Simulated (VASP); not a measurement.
# BAs (F-43m) in VASP: a series of runs, part 2 of 2

VASP 6.6.1. The steps go on from the part before.

### Step 3. Electric field gradients, LDA (volume scaled by 0.94)

Contents of INCAR:

```
PREC = Accurate
ENCUT = 520
EDIFF = 1E-8
ISMEAR = -1
SIGMA = 0.05
LREAL = False
LASPH = True
NELM = 60
ALGO = Normal
ISIF = 2
LWAVE = False
LCHARG = False
LEFG = True
NBANDS = 11
```

Contents of KPOINTS:

```
Automatic mesh
0
Gamma
  13 13 13
```

Contents of POSCAR:

```
BAs
1.0
    0.0000000000      2.3397414207      2.3397414207
    2.3397414207      0.0000000000      2.3397414207
    2.3397414207      2.3397414207      0.0000000000
B As
1 1
Direct
    0.0000000000      0.0000000000      0.0000000000
    0.7500000000      0.7500000000      0.7500000000
```

Potentials or basis: VASP PAW LDA potentials, release 64 (B, As).

Command:

```
> cat potpaw_LDA.64/B/POTCAR potpaw_LDA.64/As/POTCAR > POTCAR
> mpirun -np 1 vasp_std > vasp.out
```

OUTCAR:

```text
PREC = Accurate
   ENCUT = 520
   EDIFF = 1E-8
   ISMEAR = -1
   LREAL = False
   LASPH = True
   NELM = 60
   ISIF = 2

 ion  position               nearest neighbor table
   1  0.000  0.000  0.000-   2 2.03   2 2.03   2 2.03   2 2.03
   2  0.750  0.750  0.750-   1 2.03   1 2.03   1 2.03   1 2.03

  LATTYP: Found a face centered cubic cell.
 ALAT       =     4.6794828414

  Lattice vectors:

 A1 = (   0.0000000000,   2.3397414207,   2.3397414207)
 A2 = (   2.3397414207,   0.0000000000,   2.3397414207)
 A3 = (   2.3397414207,   2.3397414207,   0.0000000000)

Analysis of symmetry for initial positions (statically):
[... 549 lines left out ...]

 Electric field gradients (V/A^2)
---------------------------------------------------------------------
 ion       V_xx      V_yy      V_zz      V_xy      V_xz      V_yz
---------------------------------------------------------------------
   1      -0.000     0.000    -0.000     0.000     0.000     0.000
   2      -0.000     0.000     0.000     0.000     0.000     0.000
---------------------------------------------------------------------

 Electric field gradients after diagonalization (V/A^2)
 (convention: |V_zz| > |V_xx| > |V_yy|)
----------------------------------------------------------------------
 ion       V_xx      V_yy      V_zz     asymmetry (V_yy - V_xx)/ V_zz
----------------------------------------------------------------------
   1      -0.000    -0.000     0.000       0.000
   2      -0.000    -0.000     0.000       0.000
----------------------------------------------------------------------

           NMR quadrupolar parameters

 Cq : quadrupolar parameter    Cq=e*Q*V_zz/h
 eta: asymmetry parameters     (V_yy - V_xx)/ V_zz
 Q  : nuclear electric quadrupole moment in mb (millibarn)
----------------------------------------------------------------------
 ion       Cq(MHz)       eta       Q (mb)
----------------------------------------------------------------------
   1       0.000       0.000       1.000
   2       0.000       0.000       1.000
----------------------------------------------------------------------
```

OSZICAR:

```text
N       E                     dE             d eps       ncg     rms          rms(c)
DAV:   1     0.106723174640E+02    0.10672E+02   -0.38080E+03  1848   0.640E+02
DAV:   2    -0.130909095549E+02   -0.23763E+02   -0.22782E+02  2531   0.107E+02
DAV:   3    -0.137661443715E+02   -0.67523E+00   -0.67412E+00  2300   0.166E+01
DAV:   4    -0.137677827836E+02   -0.16384E-02   -0.16383E-02  2010   0.926E-01
DAV:   5    -0.137677853080E+02   -0.25244E-05   -0.25242E-05  2228   0.383E-02    0.549E+00
DAV:   6    -0.130175875564E+02    0.75020E+00   -0.18994E+00  1977   0.572E+00    0.258E+00
DAV:   7    -0.129204390404E+02    0.97149E-01   -0.24602E-01  2180   0.245E+00    0.930E-01
DAV:   8    -0.129063615154E+02    0.14078E-01   -0.24937E-02  2109   0.847E-01    0.105E-01
DAV:   9    -0.129063888337E+02   -0.27318E-04   -0.78046E-04  2114   0.175E-01    0.639E-02
DAV:  10    -0.129063930988E+02   -0.42651E-05   -0.76179E-05  1977   0.494E-02    0.139E-02
DAV:  11    -0.129063946299E+02   -0.15311E-05   -0.22222E-06  2232   0.903E-03    0.140E-02
DAV:  12    -0.129063944726E+02    0.15727E-06   -0.82401E-07  2043   0.382E-03    0.376E-03
DAV:  13    -0.129063944738E+02   -0.11870E-08   -0.30896E-08  2145   0.120E-03
   1 F= -.12906394E+02 E0= -.12906394E+02  d E =-.125588E-06
```

It took 28 s on 1 thread of Intel Xeon 6975P-C, shared host; peak memory 0.16 GiB.

Results:

```yaml
Free_energy: -12.9064 eV
Pressure: 6.4 GPa
Band_gap_on_the_k_mesh: 1.07 eV, indirect (least direct gap 3.33 eV)
```

Caveat: without QUAD_EFG the Cq values of the log hold for a quadrupole moment of 1 mb, not for the nuclei. A k mesh can miss the band edges.

### Step 4. Electric field gradients, LDA (volume scaled by 0.94)

Contents of INCAR:

```
SYSTEM = BAs
PREC = Accurate ; ENCUT = 520
EDIFF = 1E-8 ; ISMEAR = -1
SIGMA = 0.05 ; LREAL = .False.
LASPH = .True. ; NELM = 60
ALGO = Normal ; ISIF = 2
LWAVE = .False. ; LCHARG = .False.
GGA = CA ; LEFG = .True.
NBANDS = 11
```

Contents of KPOINTS:

```
regular mesh
0
Gamma
  13 13 13
  0 0 0
```

POSCAR is that of step 3.

Potentials or basis: VASP PAW LDA potentials, release 64 (B, As).

Command:

```
> cat potpaw_LDA.64/B/POTCAR potpaw_LDA.64/As/POTCAR > POTCAR
> mpirun -np 1 vasp_std > vasp.out
```

OUTCAR:

```text
SYSTEM = BAs
   PREC = Accurate
   ENCUT = 520
   EDIFF = 1E-8
   ISMEAR = -1
   LREAL = .False.
   LASPH = .True.
   NELM = 60
   ISIF = 2
   GGA = CA

 ion  position               nearest neighbor table
   1  0.000  0.000  0.000-   2 2.03   2 2.03   2 2.03   2 2.03
   2  0.750  0.750  0.750-   1 2.03   1 2.03   1 2.03   1 2.03

  LATTYP: Found a face centered cubic cell.
 ALAT       =     4.6794828414

  Lattice vectors:

 A1 = (   0.0000000000,   2.3397414207,   2.3397414207)
 A2 = (   2.3397414207,   0.0000000000,   2.3397414207)
[... 548 lines left out ...]
  ---------------------------------------------------
  free  energy   TOTEN  =       -12.9063944738 eV

  energy  without entropy=      -12.9063943482  energy(sigma->0) =      -12.90639441

 Electric field gradients (V/A^2)
---------------------------------------------------------------------
 ion       V_xx      V_yy      V_zz      V_xy      V_xz      V_yz
---------------------------------------------------------------------
   1      -0.000     0.000    -0.000     0.000     0.000     0.000
   2      -0.000     0.000     0.000     0.000     0.000     0.000
---------------------------------------------------------------------

 Electric field gradients after diagonalization (V/A^2)
 (convention: |V_zz| > |V_xx| > |V_yy|)
----------------------------------------------------------------------
 ion       V_xx      V_yy      V_zz     asymmetry (V_yy - V_xx)/ V_zz
----------------------------------------------------------------------
   1      -0.000    -0.000     0.000       0.000
   2      -0.000    -0.000     0.000       0.000
----------------------------------------------------------------------

           NMR quadrupolar parameters

 Cq : quadrupolar parameter    Cq=e*Q*V_zz/h
 eta: asymmetry parameters     (V_yy - V_xx)/ V_zz
 Q  : nuclear electric quadrupole moment in mb (millibarn)
----------------------------------------------------------------------
 ion       Cq(MHz)       eta       Q (mb)
----------------------------------------------------------------------
   1       0.000       0.000       1.000
   2       0.000       0.000       1.000
----------------------------------------------------------------------
```

Run time: 27 s. Hardware: 1 thread of Intel Xeon 6975P-C, shared host; peak memory 0.16 GiB.

What came out:

| Quantity | Value |
| --- | --- |
| Free energy | -12.9064 eV |
| Pressure | 6.4 GPa |
| Band gap on the k mesh | 1.07 eV, indirect (least direct gap 3.33 eV) |

Caveat: without QUAD_EFG the Cq values of the log hold for a quadrupole moment of 1 mb, not for the nuclei.
